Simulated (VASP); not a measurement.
# TiCo (P4/mmm) in VASP: single point with LDA

Aim: the single point of TiCo with LDA.

Program: VASP 6.6.1. These are calculated values, not measurements. Logs are shortened: lines on timing, memory, paths and dates and some standing lists are left out, and cuts for length are marked.

## Step 1: The cell of the first run

It takes space group P4/mmm (No. 123, tetragonal). The conventional cell has a = 2.928 Å, b = 2.928 Å, c = 3.106 Å, α = 90.00°, β = 90.00°, γ = 90.00°. Within 3.4 Å of Ti (site symmetry 4/mmm) lie 8 Co at 2.59 Å and 6 Ti at 2.93 to 3.11 Å. Co (site symmetry 4/mmm) has 8 Ti at 2.59 Å and 6 Co at 2.93 to 3.11 Å within 3.4 Å.

## Step 2: Single point, LDA, collinear spin, ferrimagnetic start (stretched by +4 % along [0.0, 0.0, 1.0] at fixed volume)

Contents of INCAR:

```
PREC = Accurate ; ENCUT = 520
EDIFF = 1E-7 ; ISMEAR = -1
SIGMA = 0.05 ; LREAL = F
LASPH = T ; NELM = 150
ALGO = Normal ; ISIF = 2
LWAVE = F ; LCHARG = F
ISPIN = 2 ; MAGMOM = -1 2
LORBIT = 11 ; LMAXMIX = 4
GGA = CA ; NBANDS = 22
```

Contents of KPOINTS:

```
Automatic mesh
0
Gamma
  10 10 9
```

Contents of POSCAR:

```
TiCo
1.0
    2.9281227323      0.0000000000      0.0000000000
    0.0000000000      2.9281227323      0.0000000000
    0.0000000000      0.0000000000      3.1055554296
Ti Co
1 1
Direct
    0.0000000000      0.0000000000      0.0000000000
    0.5000000000      0.5000000000      0.5000000000
```

Potentials or basis: VASP PAW LDA potentials, release 64 (Ti_sv, Co).

Run with:

```bash
$ cat potpaw_LDA.64/Ti_sv/POTCAR potpaw_LDA.64/Co/POTCAR > POTCAR
$ mpirun -np 1 vasp_std > vasp.out
```

OUTCAR:

```text
PREC = Accurate
   ENCUT = 520
   EDIFF = 1E-7
   ISMEAR = -1
   LREAL = F
   LASPH = T
   NELM = 150
   ISIF = 2
   ISPIN = 2
   LORBIT = 11
   GGA = CA

 ion  position               nearest neighbor table
   1  0.000  0.000  0.000-   2 2.59   2 2.59   2 2.59   2 2.59   2 2.59   2 2.59   2 2.59   2 2.59

   2  0.500  0.500  0.500-   1 2.59   1 2.59   1 2.59   1 2.59   1 2.59   1 2.59   1 2.59   1 2.59

  LATTYP: Found a simple tetragonal cell.
 ALAT       =     2.9281227323
 C/A-ratio  =     1.0605960588

  Lattice vectors:

 A1 = (   2.9281227323,   0.0000000000,   0.0000000000)
 A2 = (   0.0000000000,   2.9281227323,   0.0000000000)
 A3 = (   0.0000000000,   0.0000000000,   3.1055554296)

Analysis of symmetry for initial positions (statically):
=====================================================================
 Subroutine PRICEL returns:
 Original cell was already a primitive cell.

 Routine SETGRP: Setting up the symmetry group for a
 simple tetragonal supercell.

 Subroutine GETGRP returns: Found 16 space group operations
 (whereof 16 operations were pure point group operations)
 out of a pool of 16 trial point group operations.

The static configuration has the point symmetry D_4h.

Analysis of symmetry for dynamics (positions and initial velocities):
=====================================================================
 Subroutine PRICEL returns:
 Original cell was already a primitive cell.

 Routine SETGRP: Setting up the symmetry group for a
 simple tetragonal supercell.

 Subroutine GETGRP returns: Found 16 space group operations
 (whereof 16 operations were pure point group operations)
 out of a pool of 16 trial point group operations.

The dynamic configuration has the point symmetry D_4h.

Analysis of structural, dynamic, and magnetic symmetry:
=====================================================================
 Subroutine PRICEL returns:
 Original cell was already a primitive cell.

 Routine SETGRP: Setting up the symmetry group for a
 simple tetragonal supercell.

 Subroutine GETGRP returns: Found 16 space group operations
 (whereof 16 operations were pure point group operations)
 out of a pool of 16 trial point group operations.

The overall configuration has the point symmetry D_4h.

 Subroutine INISYM returns: Found 16 space group operations
 (whereof 16 operations are pure point group operations),
 and found     1 'primitive' translations

----------------------------------------------------------------------------------------

                                     Primitive cell

  volume of cell :      26.6267

  direct lattice vectors                    reciprocal lattice vectors
     2.928122732  0.000000000  0.000000000     0.341515739  0.000000000  0.000000000
     0.000000000  2.928122732  0.000000000     0.000000000  0.341515739  0.000000000
     0.000000000  0.000000000  3.105555430     0.000000000  0.000000000  0.322003591

  length of vectors
     2.928122732  2.928122732  3.105555430     0.341515739  0.341515739  0.322003591

  position of ions in fractional coordinates (direct lattice)
     0.000000000  0.000000000  0.000000000
     0.500000000  0.500000000  0.500000000

  ion indices of the primitive-cell ions
   primitive index   ion index
                 1           1
                 2           2

----------------------------------------------------------------------------------------

 KPOINTS: Automatic mesh

Automatic generation of k-mesh.
 Grid dimensions read from file:
 generate k-points for:   10   10    9

 Generating k-lattice:

  Cartesian coordinates                     Fractional coordinates (reciprocal lattice)
     0.034151574  0.000000000  0.000000000     0.100000000  0.000000000  0.000000000
     0.000000000  0.034151574  0.000000000     0.000000000  0.100000000  0.000000000
     0.000000000  0.000000000  0.035778177     0.000000000  0.000000000  0.111111111

  Length of vectors
     0.034151574  0.034151574  0.035778177

  Shift w.r.t. Gamma in fractional coordinates (k-lattice)
     0.000000000  0.000000000  0.000000000

 Subroutine IBZKPT returns following result:
 ===========================================

 Found    105 irreducible k-points:

 Following reciprocal coordinates:
            Coordinates               Weight
  0.000000  0.000000  0.000000      1.000000
  0.100000  0.000000  0.000000      4.000000
  0.200000  0.000000  0.000000      4.000000
  0.300000  0.000000  0.000000      4.000000
  0.400000  0.000000  0.000000      4.000000
  0.500000  0.000000  0.000000      2.000000
[... 16 lines left out ...]
  0.100000  0.000000  0.111111      8.000000
  0.200000  0.000000  0.111111      8.000000
 [... further k-points ...]
   k-points           NKPTS =    105   k-points in BZ     NKDIM =    105   number of bands    NBANDS=     22
   number of dos      NEDOS =    301   number of ions     NIONS =      2
   total plane-waves  NPLWV =  13824
   dimension x,y,z NGX =    24 NGY =   24 NGZ =   24
   dimension x,y,z NGXF=    48 NGYF=   48 NGZF=   48
   ions per type =               1   1
   NGX,Y,Z   is equivalent  to a cutoff of  13.63, 13.63, 12.85 a.u.
   NGXF,Y,Z  is equivalent  to a cutoff of  27.25, 27.25, 25.70 a.u.
 SYSTEM =  unknown system
   PREC   = accura    normal or accurate (medium, high low for compatibility)
   ISTART =      0    job   : 0-new  1-cont  2-samecut
   ICHARG =      2    charge: 1-file 2-atom 10-const
   ISPIN  =      2    spin polarized calculation?
   LNONCOLLINEAR =      F non collinear calculations
   LSORBIT =      F    spin-orbit coupling
   LASPH  =      T    aspherical Exc in radial PAW
   ENCUT  =  520.0 eV  38.22 Ry    6.18 a.u.   5.44  5.44  5.77*2*pi/ulx,y,z
   NELM   =    150;   NELMIN=  2; NELMDL= -5     # of ELM steps
   EDIFF  = 0.1E-06   stopping-criterion for ELM
   LREAL  =      F    real-space projection
   EDIFFG = 0.1E-05   stopping-criterion for IOM
   NSW    =      0    number of steps for IOM
   IBRION =     -1    ionic relax: 0-MD 1-quasi-New 2-CG
   NFREE  =      0    steps in history (QN), initial steepest desc. (CG)
   ISIF   =      2    stress and relaxation
   ISYM   =      2    0-nonsym 1-usesym 2-fastsym
   POTIM  = 0.5000    time-step for ionic-motion
   TEBEG  =    0.0;   TEEND  =   0.0 temperature during run
   PSTRESS=    0.0 pullay stress
   NELECT =      21.0000    total number of electrons
   NUPDOWN=      -1.0000    fix difference up-down
   EMIN   =  10.00;   EMAX   =-10.00  energy-range for DOS
   EFERMI =   0.00;   METHOD = LEGACY
   ISMEAR =    -1;   SIGMA  =   0.05  broadening in eV -4-tet -1-fermi 0-gaus
   EFERMI_NEDOS =   21; number of points for ismear=-14 and -15
   IALGO  =     38    algorithm
   IMIX   =      4    mixing-type and parameters
     AMIX     =   0.40;   BMIX     =  1.00
     AMIX_MAG =   1.60;   BMIX_MAG =  1.00
  volume/ion in A,a.u.               =      13.31        89.84
  Fermi-wavevector in a.u.,A,eV,Ry     =   1.512546  2.858298 31.127355  2.287796
  Thomas-Fermi vector in A             =   2.622456
   LORBIT       =     11    0 simple, 1 ext, 2 COOP (PROOUT), +10 PAW based schemes
   GGA     = CA    functional components
   LHFCALC =     F    Hartree Fock is set to
   AEXX    =    0.0000 exact exchange contribution
   IVDW    =     0    specifies the selected vdW correction
   LEPSILON=     F    determine dielectric tensor
   LRPA    =     F    only Hartree local field effects (RPA)
 spin polarized calculation
  energy-cutoff  :      520.00
  volume of cell :       26.63
 maximum number of plane-waves:       735
 NGX is ok and might be reduce to    24
   NGX = 11   NGY = 11   NGZ = 11

 number of electron      21.0000011 magnetization       0.0002948

 Free energy of the ion-electron system (eV)
  ---------------------------------------------------
  ext. energy  EPLUGINS =         0.00000000
  ---------------------------------------------------
  free energy    TOTEN  =       -17.49028068 eV

  energy without entropy =      -17.47026526  energy(sigma->0) =      -17.48027297

 E-fermi :   9.6147     XC(G=0): -12.8842

 val. band max:        9.6144890874   @ k =   0.5000   0.2000   0.1111
 cond. band min:       9.6148098661   @ k =   0.5000   0.2000   0.1111
 fundamental gap:      0.0003207787
 Fermi energy:         9.6146574264

 spin component 1

 k-point     1 :       0.0000    0.0000    0.0000
  band No.  band energies     occupation
      1     -46.8759      1.00000
      2     -23.3890      1.00000
      3     -23.3205      1.00000
      4     -23.3205      1.00000
      5       2.0470      1.00000
      6       5.8273      1.00000
[... 14 lines left out ...]
     21      29.1190      0.00000
     22      29.8663      0.00000

 k-point     2 :       0.1000    0.0000    0.0000
  band No.  band energies     occupation
      1     -46.8719      1.00000
      2     -23.3862      1.00000
      3     -23.3561      1.00000
      4     -23.3178      1.00000
      5       2.2528      1.00000
      6       5.9265      1.00000
[... 542 lines left out ...]
 k-point    24 :       0.2000    0.0000    0.1111
  band No.  band energies     occupation
      1     -46.8591      1.00000
      2     -23.4463      1.00000
      3     -23.4035      1.00000
      4     -23.3089      1.00000
      5       3.0503      1.00000
      6       6.2819      1.00000
[... 14 lines left out ...]
     21      28.1339      0.00000
     22      29.8368      0.00000

 [... further k-points ...]

 spin component 2

 k-point     1 :       0.0000    0.0000    0.0000
  band No.  band energies     occupation
      1     -46.8760      1.00000
      2     -23.3891      1.00000
      3     -23.3206      1.00000
      4     -23.3206      1.00000
      5       2.0470      1.00000
      6       5.8275      1.00000
[... 14 lines left out ...]
     21      29.1190      0.00000
     22      29.8663      0.00000

 k-point     2 :       0.1000    0.0000    0.0000
  band No.  band energies     occupation
      1     -46.8720      1.00000
      2     -23.3862      1.00000
      3     -23.3561      1.00000
      4     -23.3178      1.00000
      5       2.2528      1.00000
      6       5.9267      1.00000
[... 542 lines left out ...]
 k-point    24 :       0.2000    0.0000    0.1111
  band No.  band energies     occupation
      1     -46.8592      1.00000
      2     -23.4463      1.00000
      3     -23.4035      1.00000
      4     -23.3090      1.00000
      5       3.0503      1.00000
      6       6.2821      1.00000
[... 14 lines left out ...]
     21      28.1339      0.00000
     22      29.8368      0.00000

 [... further k-points ...]
[... 5 lines left out ...]
  --------------------------------------------------------------------------------------
  -------------------------------------------------------------------------------------
  Total       -2.3586005     -2.3586005     -2.9351962      0.0000000      0.0000000     -0.0000000
  in kB     -141.9211531   -141.9211531   -176.6159316      0.0000000      0.0000000     -0.0000000
  external PRESSURE =    -153.4860793 kB  Pullay stress =       0.0000000 kB

 VOLUME and BASIS-vectors are now :
 -----------------------------------------------------------------------------
  energy-cutoff  :      520.00
  volume of cell :       26.63
      direct lattice vectors                 reciprocal lattice vectors
     2.928122732  0.000000000  0.000000000     0.341515739  0.000000000  0.000000000
     0.000000000  2.928122732  0.000000000     0.000000000  0.341515739  0.000000000
     0.000000000  0.000000000  3.105555430     0.000000000  0.000000000  0.322003591

 POSITION                                       TOTAL-FORCE (eV/Angst)
 -----------------------------------------------------------------------------------
      0.00000      0.00000      0.00000         0.000000      0.000000      0.000000
      1.46406      1.46406      1.55278         0.000000      0.000000      0.000000
 -----------------------------------------------------------------------------------
    total drift:                                0.000000      0.000000     -0.000000

  FREE ENERGIE OF THE ION-ELECTRON SYSTEM (eV)
  ---------------------------------------------------
  free  energy   TOTEN  =       -17.4902806823 eV

  energy  without entropy=      -17.4702652625  energy(sigma->0) =      -17.48027297

 total charge

# of ion       s       p       d       tot
------------------------------------------
    1        2.249   6.174   1.878  10.300
    2        0.523   0.434   7.365   8.322
--------------------------------------------------
tot          2.772   6.608   9.243  18.623

 magnetization (x)

# of ion       s       p       d       tot
------------------------------------------
    1       -0.000  -0.000  -0.000  -0.000
    2        0.000  -0.000   0.000   0.000
--------------------------------------------------
tot          0.000  -0.000   0.000   0.000
```

It took 3.5 min on 1 thread of AMD EPYC 7R13 (Zen 3), shared host; peak memory 0.18 GiB.

What came out:

* Free energy: -17.4903 eV
* Pressure: -15.3 GPa
* Net moment: 0.00 μB per cell
* Valence electrons inside the program's atomic spheres: Ti 10.30; Co 8.32

Levels at points of the mesh, in eV from the Fermi level:
Spin up:
```csv
k point,band 7,band 8,band 9,band 10,band 11,band 12,band 13,band 14
"(0.00, 0.00, 0.00)",-3.67,-1.49,-1.49,-1.24,0.54,0.93,2.71,2.71
"(0.50, 0.00, 0.00)",-2.30,-1.63,-1.44,-1.02,-0.72,0.26,0.29,0.77
"(0.50, 0.50, 0.00)",-2.62,-2.62,-0.52,0.08,1.05,1.05,1.56,2.54
```
Spin down:
```tsv
k point	band 6	band 7	band 8	band 9	band 10	band 11	band 12	band 13	band 14	band 15
(0.00, 0.00, 0.00)	-3.79	-3.67	-1.49	-1.49	-1.24	0.54	0.93	2.71	2.71	2.75
(0.50, 0.00, 0.00)	-3.58	-2.30	-1.63	-1.44	-1.02	-0.72	0.26	0.29	0.77	2.16
(0.50, 0.50, 0.00)	-3.72	-2.62	-2.62	-0.52	0.08	1.05	1.05	1.56	2.54	2.54
```

Caveat: the starting moments collapsed, and a magnetic state may lie lower.
